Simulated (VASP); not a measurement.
# Sn (Fd-3m) in VASP: further runs

Runs on Sn. Level: PBEsol. Tasks: single point.

Program: VASP 6.6.1. These are calculated values, not measurements. Logs are shortened: lines on timing, memory, paths and dates and some standing lists are left out, and cuts for length are marked.

**1. The cell of the first run**

It takes space group Fd-3m (No. 227, cubic). The conventional cell has a = 6.538 Å, b = 6.538 Å, c = 6.538 Å, α = 90.00°, β = 90.00°, γ = 90.00°. Within 3.7 Å of Sn (site symmetry -43m) lie 4 Sn at 2.83 Å.

This isn't the form of Sn at room conditions, which is tetragonal (white tin).

**2. Single point, PBEsol**

INCAR reads:

```
SYSTEM = Sn
PREC = Accurate
ENCUT = 520
EDIFF = 1E-7
ISMEAR = -1
SIGMA = 0.02
LREAL = .FALSE.
LASPH = .TRUE.
NELM = 100
ALGO = Normal
ISIF = 2
LWAVE = .FALSE.
LCHARG = .FALSE.
GGA = PS
NBANDS = 21
```

KPOINTS reads:

```
regular mesh
0
G
  9 9 9
  0 0 0
```

POSCAR reads:

```
Sn
1.0
    0.0000000000      3.2690239904      3.2690239904
    3.2690239904      0.0000000000      3.2690239904
    3.2690239904      3.2690239904      0.0000000000
Sn
2
Direct
   -0.1250000000     -0.1250000000     -0.1250000000
    0.1250000000      0.1250000000      0.1250000000
```

Potentials or basis: VASP PAW PBE potentials, release 64 (Sn_d).

The run is started by

```
> cat potpaw_PBE.64/Sn_d/POTCAR > POTCAR
> mpirun -np 1 vasp_std > vasp.out
```

OUTCAR:

```text
SYSTEM = Sn
   PREC = Accurate
   ENCUT = 520
   EDIFF = 1E-7
   ISMEAR = -1
   LREAL = .FALSE.
   LASPH = .TRUE.
   NELM = 100
   ISIF = 2
   GGA = PS

 ion  position               nearest neighbor table
   1  0.875  0.875  0.875-   2 2.83   2 2.83   2 2.83   2 2.83
   2  0.125  0.125  0.125-   1 2.83   1 2.83   1 2.83   1 2.83

  LATTYP: Found a face centered cubic cell.
 ALAT       =     6.5380479808

  Lattice vectors:

 A1 = (   0.0000000000,   3.2690239904,   3.2690239904)
 A2 = (   3.2690239904,   0.0000000000,   3.2690239904)
 A3 = (   3.2690239904,   3.2690239904,   0.0000000000)

Analysis of symmetry for initial positions (statically):
=====================================================================
 Subroutine PRICEL returns:
 Original cell was already a primitive cell.

 Routine SETGRP: Setting up the symmetry group for a
 face centered cubic supercell.

 Subroutine GETGRP returns: Found 48 space group operations
 (whereof 12 operations were pure point group operations)
 out of a pool of 48 trial point group operations.

The static configuration has the point symmetry D_3d.
 The point group associated with its full space group is O_h .

Analysis of symmetry for dynamics (positions and initial velocities):
=====================================================================
 Subroutine PRICEL returns:
 Original cell was already a primitive cell.

 Routine SETGRP: Setting up the symmetry group for a
 face centered cubic supercell.

 Subroutine GETGRP returns: Found 48 space group operations
 (whereof 12 operations were pure point group operations)
 out of a pool of 48 trial point group operations.

The dynamic configuration has the point symmetry D_3d.
 The point group associated with its full space group is O_h .

 Subroutine INISYM returns: Found 48 space group operations
 (whereof 12 operations are pure point group operations),
 and found     1 'primitive' translations

----------------------------------------------------------------------------------------

                                     Primitive cell

  volume of cell :      69.8690

  direct lattice vectors                    reciprocal lattice vectors
     0.000000000  3.269023990  3.269023990    -0.152950851  0.152950851  0.152950851
     3.269023990  0.000000000  3.269023990     0.152950851 -0.152950851  0.152950851
[... 80 lines left out ...]
   LNONCOLLINEAR =      F non collinear calculations
   LSORBIT =      F    spin-orbit coupling
   LASPH  =      T    aspherical Exc in radial PAW
   ENCUT  =  520.0 eV  38.22 Ry    6.18 a.u.   8.60  8.60  8.60*2*pi/ulx,y,z
   NELM   =    100;   NELMIN=  2; NELMDL= -5     # of ELM steps
   EDIFF  = 0.1E-06   stopping-criterion for ELM
   LREAL  =      F    real-space projection
   EDIFFG = 0.1E-05   stopping-criterion for IOM
   NSW    =      0    number of steps for IOM
   IBRION =     -1    ionic relax: 0-MD 1-quasi-New 2-CG
   NFREE  =      0    steps in history (QN), initial steepest desc. (CG)
   ISIF   =      2    stress and relaxation
   ISYM   =      2    0-nonsym 1-usesym 2-fastsym
   POTIM  = 0.5000    time-step for ionic-motion
   TEBEG  =    0.0;   TEEND  =   0.0 temperature during run
   PSTRESS=    0.0 pullay stress
   NELECT =      28.0000    total number of electrons
   NUPDOWN=      -1.0000    fix difference up-down
   EMIN   =  10.00;   EMAX   =-10.00  energy-range for DOS
   EFERMI =   0.00;   METHOD = LEGACY
   ISMEAR =    -1;   SIGMA  =   0.02  broadening in eV -4-tet -1-fermi 0-gaus
   EFERMI_NEDOS =   21; number of points for ismear=-14 and -15
   IALGO  =     38    algorithm
   IMIX   =      4    mixing-type and parameters
     AMIX     =   0.40;   BMIX     =  1.00
     AMIX_MAG =   1.60;   BMIX_MAG =  1.00
  volume/ion in A,a.u.               =      34.93       235.75
  Fermi-wavevector in a.u.,A,eV,Ry     =   1.206978  2.280858 19.820916  1.456796
  Thomas-Fermi vector in A             =   2.342629
   LORBIT       =      0    0 simple, 1 ext, 2 COOP (PROOUT), +10 PAW based schemes
   GGA     = PS    functional components
   LHFCALC =     F    Hartree Fock is set to
   AEXX    =    0.0000 exact exchange contribution
   IVDW    =     0    specifies the selected vdW correction
   LEPSILON=     F    determine dielectric tensor
   LRPA    =     F    only Hartree local field effects (RPA)
 non-spin polarized calculation
  energy-cutoff  :      520.00
  volume of cell :       69.87
 maximum number of plane-waves:      1896
   NGX = 17   NGY = 17   NGZ = 17

 number of electron      27.9999987 magnetization

 Free energy of the ion-electron system (eV)
  ---------------------------------------------------
  ext. energy  EPLUGINS =         0.00000000
  ---------------------------------------------------
  free energy    TOTEN  =        -8.46062018 eV

  energy without entropy =       -8.46002043  energy(sigma->0) =       -8.46032030

 E-fermi :   5.1657     XC(G=0):  -8.9676

 val. band max:        5.1166454534   @ k =   0.1111   0.0000   0.0000
 cond. band min:       5.1710858838   @ k =   0.4444   0.0000   0.0000
 fundamental gap:      0.0544404304
 Fermi energy:         5.1656595993

 k-point     1 :       0.0000    0.0000    0.0000
  band No.  band energies     occupation
      1     -16.2995      2.00000
      2     -16.2995      2.00000
      3     -16.2995      2.00000
      4     -16.2422      2.00000
      5     -16.2422      2.00000
      6     -15.9484      2.00000
[... 565 lines left out ...]
     20      14.9103      0.00000
     21      15.3712      0.00000

 [... further k-points ...]

------------------------ aborting loop because EDIFF is reached ----------------------------------------

  FORCE on cell =-STRESS in cart. coord.  units (eV):
  Direction    XX          YY          ZZ          XY          YZ          ZX
  --------------------------------------------------------------------------------------
  -------------------------------------------------------------------------------------
  Total       -0.0207117     -0.0207117     -0.0207117      0.0000000      0.0000000     -0.0000000
  in kB       -0.4749424     -0.4749424     -0.4749424      0.0000000      0.0000000     -0.0000000
  external PRESSURE =      -0.4749424 kB  Pullay stress =       0.0000000 kB

 VOLUME and BASIS-vectors are now :
 -----------------------------------------------------------------------------
  energy-cutoff  :      520.00
  volume of cell :       69.87
      direct lattice vectors                 reciprocal lattice vectors
     0.000000000  3.269023990  3.269023990    -0.152950851  0.152950851  0.152950851
     3.269023990  0.000000000  3.269023990     0.152950851 -0.152950851  0.152950851
     3.269023990  3.269023990  0.000000000     0.152950851  0.152950851 -0.152950851

 POSITION                                       TOTAL-FORCE (eV/Angst)
 -----------------------------------------------------------------------------------
      5.72079      5.72079      5.72079        -0.000000     -0.000000     -0.000000
      0.81726      0.81726      0.81726         0.000000      0.000000      0.000000
 -----------------------------------------------------------------------------------
    total drift:                                0.000000      0.000000      0.000000

  FREE ENERGIE OF THE ION-ELECTRON SYSTEM (eV)
  ---------------------------------------------------
  free  energy   TOTEN  =        -8.4606201799 eV

  energy  without entropy=       -8.4600204267  energy(sigma->0) =       -8.46032030
```

OSZICAR:

```text
N       E                     dE             d eps       ncg     rms          rms(c)
DAV:   1     0.223116677707E+03    0.22312E+03   -0.14755E+04  1475   0.192E+03
DAV:   2     0.157190894356E+02   -0.20740E+03   -0.20238E+03  1475   0.438E+02
DAV:   3    -0.779678977651E+01   -0.23516E+02   -0.23403E+02  1725   0.139E+02
DAV:   4    -0.853480976121E+01   -0.73802E+00   -0.73775E+00  1610   0.277E+01
DAV:   5    -0.856044496981E+01   -0.25635E-01   -0.25635E-01  2206   0.501E+00    0.316E+00
DAV:   6    -0.849216653589E+01    0.68278E-01   -0.38350E-02  1970   0.261E+00    0.180E+00
DAV:   7    -0.845941076412E+01    0.32756E-01   -0.52429E-02  1811   0.252E+00    0.164E-01
DAV:   8    -0.846034058142E+01   -0.92982E-03   -0.72452E-03  1605   0.102E+00    0.522E-02
DAV:   9    -0.846061585137E+01   -0.27527E-03   -0.43573E-04  1808   0.186E-01    0.163E-02
DAV:  10    -0.846061848741E+01   -0.26360E-05   -0.19505E-05  1824   0.396E-02    0.536E-03
DAV:  11    -0.846062024628E+01   -0.17589E-05   -0.36393E-06  1819   0.134E-02    0.754E-04
DAV:  12    -0.846062017986E+01    0.66411E-07   -0.18163E-07  1422   0.494E-03
   1 F= -.84606202E+01 E0= -.84603203E+01  d E =-.599753E-03
```

stdout:

```text
POSCAR found type information on POSCAR Sn
 POSCAR found :  1 types and       2 ions
 scaLAPACK will be used
 -----------------------------------------------------------------------------
|                                                                             |
|                                                                             |
|     You enforced a specific xc type in the INCAR file but a different       |
|     I HOPE YOU KNOW WHAT YOU ARE DOING!                                     |
|                                                                             |
 -----------------------------------------------------------------------------

 LDA part: xc-table for (Slater+PW92), standard interpolation
 POSCAR, INCAR and KPOINTS ok, starting setup
 FFT: planning ... GRIDC
 FFT: planning ... GRID_SOFT
 FFT: planning ... GRID
 WAVECAR not read
 entering main loop
```

It took 24 s on 1 thread of Intel Xeon 6975P-C (Granite Rapids), shared host; peak memory 0.21 GiB.

What came out:

```
Free energy            : -8.4606 eV
Pressure               : 0.0 GPa
Band gap on the k mesh : zero (bands 14 and 15 overlap by 0.17 eV)
```

Caveat: the PAW data sets were made with another functional, which shifts forces and pressure a little; spin-orbit coupling is left out, which moves the levels of the heavy elements.

**3. Single point, PBEsol**

This run uses another cell than the first one: it holds 4 atoms, not 2.

INCAR reads:

```
  PREC = Accurate
  ENCUT = 520
  EDIFF = 1E-7
  ISMEAR = -1
  SIGMA = 0.02
  LREAL = False
  LASPH = True
  NELM = 100
  ALGO = Normal
  ISIF = 2
  LWAVE = False
  LCHARG = False
  GGA = PS
  NBANDS = 36
```

KPOINTS reads:

```
regular mesh
0
Gamma
  7 7 5
```

POSCAR reads:

```
Sn
1.0
    3.2690239904      3.2690239904      0.0000000000
   -3.2690239904      3.2690239904      0.0000000000
    0.0000000000      0.0000000000      6.5380479808
Sn
4
Direct
    0.2500000000      0.5000000000      0.3750000000
    0.7500000000      0.0000000000      0.8750000000
    0.2500000000      0.0000000000      0.1250000000
    0.7500000000      0.5000000000      0.6250000000
```

Potentials or basis: VASP PAW PBE potentials, release 64 (Sn_d).

The run is started by

```
> cat potpaw_PBE.64/Sn_d/POTCAR > POTCAR
> mpirun -np 1 vasp_std > vasp.out
```

Wall time 74 s (1 thread of Intel Xeon 6975P-C (Granite Rapids), shared host); peak memory 0.28 GiB.

Results (log left out):

| Item | Value |
| --- | --- |
| Free energy | -16.9220 eV |
| Pressure | 0.0 GPa |
| Band gap on the k mesh | zero (bands 28 and 29 overlap by 0.12 eV) |

Levels at points of the mesh, in eV from the Fermi level:
```tsv
k point	band 25	band 26	band 27	band 28	band 29	band 30	band 31	band 32
(0.00, 0.00, 0.00)	-2.37	-0.82	0.11	0.11	0.11	0.81	0.81	2.17
```

Caveat: the PAW data sets were made with another functional, which shifts forces and pressure a little; spin-orbit coupling is left out, which moves the levels of the heavy elements.

The gap in the log of VASP goes by the Fermi energy; the results here count the filled bands.